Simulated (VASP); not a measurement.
# Ti12B in VASP: single point with PBE

Aim: the single point of Ti12B with PBE.

Everything below comes from runs of VASP 6.6.1. Logs are shortened: lines on timing, memory, paths and dates and some standing lists are left out, and cuts for length are marked.

### Step 1. The cell of the first run

The cell holds a slab with vacuum, 13 atoms: a = 5.815 Å, b = 5.815 Å, c = 19.994 Å, α = 90.00°, β = 90.00°, γ = 120.00°.

### Step 2. Single point, PBE

Contents of INCAR:

```
SYSTEM = Ti12B
PREC = Accurate
ENCUT = 520
EDIFF = 1E-6
ISMEAR = 0
SIGMA = 0.1
LREAL = .FALSE.
LASPH = .TRUE.
NELM = 100
ALGO = Normal
ISIF = 2
LWAVE = .FALSE.
LCHARG = .FALSE.
LDIPOL = .TRUE.
IDIPOL = 3
DIPOL = 0.5 0.5 0.327
GGA = PE
NBANDS = 86
```

Contents of KPOINTS:

```
Automatic mesh
0
G
  6 6 1
  0 0 0
```

Contents of POSCAR:

```
Ti12B
1.0
    5.8150893888      0.0000000000      0.0000000000
   -2.9075446944      5.0360151360      0.0000000000
    0.0000000000      0.0000000000     19.9935258287
Ti B
12 1
Direct
    0.3333333333      0.1666666666      0.2000647627
    0.3333333333      0.6666666666      0.2000647627
    0.8333333333      0.1666666666      0.2000647627
    0.8333333333      0.6666666667      0.2000647627
    0.1666666667      0.3333333334      0.3124429309
    0.1666666667      0.8333333333      0.3124429309
    0.6666666667      0.3333333333      0.3124429309
    0.6666666667      0.8333333333      0.3124429309
    0.0000000000      0.0000000000      0.4248138073
    0.0000000000      0.5000000000      0.4248138073
    0.5000000000      0.0000000000      0.4248138073
    0.5000000000      0.5000000000      0.4248138073
    0.0000000000      0.2500000000      0.4984699818
```

Potentials or basis: VASP PAW PBE potentials, release 64 (Ti_sv, B).

Command:

```bash
$ cat potpaw_PBE.64/Ti_sv/POTCAR potpaw_PBE.64/B/POTCAR > POTCAR
$ mpirun -np 1 vasp_std > vasp.out
```

OUTCAR:

```text
SYSTEM = Ti12B
   PREC = Accurate
   ENCUT = 520
   EDIFF = 1E-6
   ISMEAR = 0
   LREAL = .FALSE.
   LASPH = .TRUE.
   NELM = 100
   ISIF = 2
   GGA = PE

 ion  position               nearest neighbor table
   1  0.333  0.167  0.200-   6 2.80   5 2.80   7 2.80   4 2.91   3 2.91   3 2.91   2 2.91   2 2.91
                             4 2.91
   2  0.333  0.667  0.200-   5 2.80   6 2.80   8 2.80   4 2.91   1 2.91   3 2.91   1 2.91   3 2.91
                             4 2.91
   3  0.833  0.167  0.200-   7 2.80   8 2.80   5 2.80   4 2.91   1 2.91   1 2.91   2 2.91   2 2.91
                             4 2.91
   4  0.833  0.667  0.200-   8 2.80   6 2.80   7 2.80   3 2.91   2 2.91   1 2.91   2 2.91   1 2.91
                             3 2.91
   5  0.167  0.333  0.312-  12 2.80  10 2.80   9 2.80   2 2.80   1 2.80   3 2.80   6 2.91   7 2.91
                             8 2.91   7 2.91   8 2.91   6 2.91
   6  0.167  0.833  0.312-  11 2.80  10 2.80   9 2.80   2 2.80   1 2.80   4 2.80   5 2.91   8 2.91
                             8 2.91   7 2.91   7 2.91   5 2.91
   7  0.667  0.333  0.312-  10 2.80  11 2.80  12 2.80   3 2.80   1 2.80   4 2.80   5 2.91   8 2.91
                             6 2.91   8 2.91   6 2.91   5 2.91
   8  0.667  0.833  0.312-   9 2.80  12 2.80  11 2.80   4 2.80   3 2.80   2 2.80   5 2.91   6 2.91
                             6 2.91   7 2.91   7 2.91   5 2.91
   9  0.000  0.000  0.425-  13 2.07   8 2.80   6 2.80   5 2.80  11 2.91  11 2.91  10 2.91  10 2.91
                            12 2.91  12 2.91
  10  0.000  0.500  0.425-  13 2.07   7 2.80   5 2.80   6 2.80  12 2.91  12 2.91  11 2.91   9 2.91
                             9 2.91  11 2.91
  11  0.500  0.000  0.425-   6 2.80   7 2.80   8 2.80   9 2.91   9 2.91  12 2.91  12 2.91  10 2.91
                            10 2.91
  12  0.500  0.500  0.425-   5 2.80   8 2.80   7 2.80  10 2.91  10 2.91  11 2.91  11 2.91   9 2.91
                             9 2.91
  13  0.000  0.250  0.498-   9 2.07  10 2.07

  LATTYP: Found a hexagonal cell.
 ALAT       =     5.8150893888
 C/A-ratio  =     3.4382147018

  Lattice vectors:

 A1 = (   5.8150893888,   0.0000000000,   0.0000000000)
 A2 = (  -2.9075446944,   5.0360151360,   0.0000000000)
 A3 = (   0.0000000000,   0.0000000000,  19.9935258287)

Analysis of symmetry for initial positions (statically):
=====================================================================
 Subroutine PRICEL returns:
 Original cell was already a primitive cell.

 Routine SETGRP: Setting up the symmetry group for a
 hexagonal supercell.

 Subroutine GETGRP returns: Found  2 space group operations
 (whereof  1 operations were pure point group operations)
 out of a pool of 24 trial point group operations.

The static configuration has the point symmetry C_1 .
 The point group associated with its full space group is C_1h.

Analysis of symmetry for dynamics (positions and initial velocities):
=====================================================================
 Subroutine PRICEL returns:
 Original cell was already a primitive cell.

 Routine SETGRP: Setting up the symmetry group for a
 hexagonal supercell.

 Subroutine GETGRP returns: Found  2 space group operations
 (whereof  1 operations were pure point group operations)
 out of a pool of 24 trial point group operations.

The dynamic configuration has the point symmetry C_1 .
 The point group associated with its full space group is C_1h.

 Subroutine INISYM returns: Found  2 space group operations
 (whereof  1 operations are pure point group operations),
 and found     1 'primitive' translations

----------------------------------------------------------------------------------------

                                     Primitive cell

  volume of cell :     585.5080

  direct lattice vectors                    reciprocal lattice vectors
     5.815089389  0.000000000  0.000000000     0.171966402  0.099284849  0.000000000
    -2.907544694  5.036015136  0.000000000     0.000000000  0.198569697  0.000000000
     0.000000000  0.000000000 19.993525829     0.000000000  0.000000000  0.050016191

  length of vectors
     5.815089389  5.815089389 19.993525829     0.198569697  0.198569697  0.050016191

  position of ions in fractional coordinates (direct lattice)
     0.333333333  0.166666667  0.200064763
     0.333333333  0.666666667  0.200064763
[... 55 lines left out ...]
            Coordinates               Weight
  0.000000  0.000000  0.000000      1.000000
  0.166667  0.000000  0.000000      2.000000
  0.000000  0.166667  0.000000      4.000000
  0.333333  0.000000  0.000000      2.000000
  0.000000  0.333333  0.000000      4.000000
  0.500000  0.000000  0.000000      1.000000
  0.000000  0.500000  0.000000      2.000000
  0.166667  0.166667  0.000000      4.000000
 -0.166667  0.333333  0.000000      2.000000
  0.333333  0.166667  0.000000      4.000000
 -0.166667  0.500000  0.000000      4.000000
  0.500000  0.333333  0.000000      4.000000
  0.333333  0.333333  0.000000      2.000000
   k-points           NKPTS =     13   k-points in BZ     NKDIM =     13   number of bands    NBANDS=     86
   number of dos      NEDOS =    301   number of ions     NIONS =     13
   total plane-waves  NPLWV = 345600
   dimension x,y,z NGX =    48 NGY =   48 NGZ =  150
   dimension x,y,z NGXF=    96 NGYF=   96 NGZF=  300
   ions per type =              12   1
   NGX,Y,Z   is equivalent  to a cutoff of  13.72, 13.72, 12.47 a.u.
   NGXF,Y,Z  is equivalent  to a cutoff of  27.45, 27.45, 24.94 a.u.
 SYSTEM =  Ti12B
   PREC   = accura    normal or accurate (medium, high low for compatibility)
   ISTART =      0    job   : 0-new  1-cont  2-samecut
   ICHARG =      2    charge: 1-file 2-atom 10-const
   ISPIN  =      1    spin polarized calculation?
   LNONCOLLINEAR =      F non collinear calculations
   LSORBIT =      F    spin-orbit coupling
   LASPH  =      T    aspherical Exc in radial PAW
   ENCUT  =  520.0 eV  38.22 Ry    6.18 a.u.  10.81 10.81 37.17*2*pi/ulx,y,z
   NELM   =    100;   NELMIN=  2; NELMDL= -5     # of ELM steps
   EDIFF  = 0.1E-05   stopping-criterion for ELM
   LREAL  =      F    real-space projection
   EDIFFG = 0.1E-04   stopping-criterion for IOM
   NSW    =      0    number of steps for IOM
   IBRION =     -1    ionic relax: 0-MD 1-quasi-New 2-CG
   NFREE  =      0    steps in history (QN), initial steepest desc. (CG)
   ISIF   =      2    stress and relaxation
   ISYM   =      2    0-nonsym 1-usesym 2-fastsym
   POTIM  = 0.5000    time-step for ionic-motion
   TEBEG  =    0.0;   TEEND  =   0.0 temperature during run
   PSTRESS=    0.0 pullay stress
   NELECT =     147.0000    total number of electrons
   NUPDOWN=      -1.0000    fix difference up-down
   EMIN   =  10.00;   EMAX   =-10.00  energy-range for DOS
   EFERMI =   0.00;   METHOD = LEGACY
   ISMEAR =     0;   SIGMA  =   0.10  broadening in eV -4-tet -1-fermi 0-gaus
   EFERMI_NEDOS =   21; number of points for ismear=-14 and -15
   IALGO  =     38    algorithm
   IMIX   =      4    mixing-type and parameters
     AMIX     =   0.40;   BMIX     =  1.00
     AMIX_MAG =   1.60;   BMIX_MAG =  1.00
  volume/ion in A,a.u.               =      45.04       303.94
  Fermi-wavevector in a.u.,A,eV,Ry     =   1.032769  1.951650 14.512122  1.066611
  Thomas-Fermi vector in A             =   2.166982
   LORBIT       =      0    0 simple, 1 ext, 2 COOP (PROOUT), +10 PAW based schemes
   GGA     = PE    functional components
   LHFCALC =     F    Hartree Fock is set to
   AEXX    =    0.0000 exact exchange contribution
   IVDW    =     0    specifies the selected vdW correction
   LEPSILON=     F    determine dielectric tensor
   LRPA    =     F    only Hartree local field effects (RPA)
 non-spin polarized calculation
 Gauss-broadening in eV      SIGMA  =   0.10
  energy-cutoff  :      520.00
  volume of cell :      585.51
 maximum number of plane-waves:     15843
 NGX is ok and might be reduce to    48
   NGX = 21   NGY = 21   NGZ = 75

 dipolmoment           0.000000      0.000000     -0.043865 electrons x Angstroem

 number of electron     146.9999974 magnetization

 dipolmoment           0.000000      0.000000      0.108575 electrons x Angstroem

 Free energy of the ion-electron system (eV)
  ---------------------------------------------------
  ext. energy  EPLUGINS =         0.00000000
  ---------------------------------------------------
  free energy    TOTEN  =       -91.72149728 eV

  energy without entropy =      -91.58103792  energy(sigma->0) =      -91.65126760

 E-fermi :   0.0456     XC(G=0):  -5.1914

 val. band max:        0.0387857420   @ k =  -0.1667   0.5000   0.0000
 cond. band min:       0.0502481738   @ k =   0.5000   0.3333   0.0000
 fundamental gap:      0.0114624318
 Fermi energy:         0.0455916031

 k-point     1 :       0.0000    0.0000    0.0000
  band No.  band energies     occupation
      1     -56.8294      2.00000
      2     -56.7878      2.00000
      3     -56.7575      2.00000
      4     -56.7040      2.00000
      5     -56.7023      2.00000
      6     -56.6948      2.00000
[... 1133 lines left out ...]
     84       0.4838      0.00000
     85       1.1277      0.00000
 [bands above 85 left out]

------------------------ aborting loop because EDIFF is reached ----------------------------------------

 vacuum level on the upper side and lower side of the slab       (xc-potential included)         0.199        -0.473

  FORCE on cell =-STRESS in cart. coord.  units (eV):
  Direction    XX          YY          ZZ          XY          YZ          ZX
  --------------------------------------------------------------------------------------
  -------------------------------------------------------------------------------------
  Total       -1.5300459     -0.1135825      1.3794696     -1.2266933      0.2889393      0.5004579
  in kB       -4.1868001     -0.3108058      3.7747648     -3.3567096      0.7906501      1.3694473
  external PRESSURE =      -0.2409470 kB  Pullay stress =       0.0000000 kB

 VOLUME and BASIS-vectors are now :
 -----------------------------------------------------------------------------
  energy-cutoff  :      520.00
  volume of cell :      585.51
      direct lattice vectors                 reciprocal lattice vectors
     5.815089389  0.000000000  0.000000000     0.171966402  0.099284849  0.000000000
    -2.907544694  5.036015136  0.000000000     0.000000000  0.198569697  0.000000000
     0.000000000  0.000000000 19.993525829     0.000000000  0.000000000  0.050016191

 POSITION                                       TOTAL-FORCE (eV/Angst)
 -----------------------------------------------------------------------------------
      1.45377      0.83934      4.00000        -0.041337      0.028509      0.118577
     -0.00000      3.35734      4.00000         0.004021     -0.050054      0.118577
      4.36132      0.83934      4.00000         0.003939      0.002274      0.038350
      2.90754      3.35734      4.00000         0.001612      0.000931      0.079055
      0.00000      1.67867      6.24684         0.244835      0.141356     -0.592574
     -1.45377      4.19668      6.24684         0.075610      0.043653     -0.381669
      2.90754      1.67867      6.24684        -0.201446     -0.097447     -0.187758
      1.45377      4.19668      6.24684        -0.185114     -0.125734     -0.187758
      0.00000      0.00000      8.49353         0.099321     -0.442440     -0.274177
     -1.45377      2.51801      8.49353        -0.333503      0.307234     -0.274177
      2.90754      0.00000      8.49353         1.049477      0.605916      0.756898
      1.45377      2.51801      8.49353        -0.859532     -0.496251      0.775147
     -0.72689      1.25900      9.96617         0.142118      0.082052      0.011509
 -----------------------------------------------------------------------------------
    total drift:                                0.000034      0.000022      0.000284

  FREE ENERGIE OF THE ION-ELECTRON SYSTEM (eV)
  ---------------------------------------------------
  free  energy   TOTEN  =       -91.7214972802 eV

  energy  without entropy=      -91.5810379155  energy(sigma->0) =      -91.65126760

 vacuum level on the upper side and lower side of the slab         5.181         4.482
```

Wall time 70 min (1 thread of Intel Xeon 8259CL, shared host); peak memory 0.97 GiB.

What came out:

```
Free energy            : -91.7215 eV
Largest force          : 1.429 eV/Å
Band gap on the k mesh : zero (an odd number of electrons rules out a gap without spin polarisation)
```

Forces on the atoms (eV/Å):
```
Ti  -0.041  0.029  0.119
Ti   0.004 -0.050  0.119
Ti   0.004  0.002  0.038
Ti   0.002  0.001  0.079
Ti   0.245  0.141 -0.593
Ti   0.076  0.044 -0.382
Ti  -0.201 -0.097 -0.188
Ti  -0.185 -0.126 -0.188
Ti   0.099 -0.442 -0.274
Ti  -0.334  0.307 -0.274
Ti   1.049  0.606  0.757
Ti  -0.860 -0.496  0.775
B    0.142  0.082  0.012
```
